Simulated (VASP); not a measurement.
Runs of VASP 6.6.1 on InSb. The structure is that of space group Pm-3m (No. 221), or close to it. The cells are those of the table. 

| task | level | cell | k mesh | cutoff (eV) | gap on the mesh (eV) | pressure (GPa) | relaxed volume (Å³/atom) |
| --- | --- | --- | --- | --- | --- | --- | --- |
| single point | r2SCAN | a = 3.769 Å, 2 atoms | 8 × 8 × 8 | 550 | none | (a) | - |
| relaxation of cell and atoms | PBE | relaxed from a = 3.635 Å, 2 atoms | 6 × 6 × 6 | 500 | - | 0.0 | (b) |
| single point | r2SCAN | a = 3.769 Å, 2 atoms | 6 × 6 × 6 | 550 | none | 0.0 | - |
| single point | PBE | a = 3.769 Å, 2 atoms | 8 × 8 × 8 | 500 | none | 1.2 | - |
| single point | PBE | a = 3.799 Å, 2 atoms | 6 × 6 × 6 | 500 | none | -0.1 | - |
| relaxation of cell and atoms | r2SCAN | relaxed from a = 3.799 Å, 2 atoms | 6 × 6 × 6 | 550 | - | 0.0 | 26.77 |

Alike in all rows: potentials or basis VASP PAW PBE potentials, release 64 (In_d, Sb); no spin polarisation; smearing fermi-dirac 0.02 eV.

Problem. Estimate the missing entries.

Solution. (a) 0.4; (b) 27.36.

Caveats: spin-orbit coupling is left out, which moves the levels of the heavy elements; the PAW data sets were made with another functional, which shifts forces and pressure a little (at least some runs); the highest band is partly filled, so the run has too few bands (at least some runs).

A k mesh can miss the band edges, and the runs leave out spin-orbit coupling on In, Sb.

A gap of «none» marks levels without a gap at the run's occupations.
